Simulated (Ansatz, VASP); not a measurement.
## GaSi16 in VASP and in Ansatz

```
Si Ga
1.0
     0.00000    5.43000    5.43000
     5.43000    0.00000    5.43000
     5.43000    5.43000    0.00000
Si Ga
16 1
Direct
  0.00007 0.99976 0.00016
  0.12045 0.12044 0.12041
  0.99694 0.99741 0.50285
  0.12040 0.12039 0.63885
  0.99657 0.50282 0.99770
  0.12052 0.63845 0.12051
  0.99659 0.50278 0.50292
  0.12755 0.62397 0.62424
  0.50285 0.99681 0.99749
  0.63876 0.12041 0.12042
  0.50281 0.99684 0.50286
  0.62352 0.12841 0.62403
  0.50296 0.50285 0.99711
  0.62315 0.62338 0.12987
  0.49860 0.49948 0.50101
  0.62318 0.62341 0.62363
  0.25014 0.24976 0.25013
```

Alike in both runs: functional PBE; dispersion D3(BJ); k mesh 2 × 2 × 2; occupations gaussian, width 0.05 eV; collinear spin.

Ansatz relaxed the structure, and its values are those at the end. VASP's run is a single point on that final structure, the one shown.

|  | VASP | Ansatz |
| --- | --- | --- |
| version | VASP 6.6.1 | Ansatz 0.2.0 |
| potentials or method | VASP PAW PBE potentials, release 64 (Si, Ga_d), cutoff 520 eV | scalar-relativistic, plane waves, PAW |
| valence electrons in the cell | 77 | 77 |

|  | VASP | Ansatz | Ansatz less VASP |
| --- | --- | --- | --- |
| rms of the force components (eV/Å) | 0.005 | 0.005 | -0.0002 |
| net moment per atom (μB) | 0.00 | 0.00 | 0.000 |

Ansatz's warnings: seeded moment not kept.

The k mesh is coarse, so the values compare programs but aren't converged.
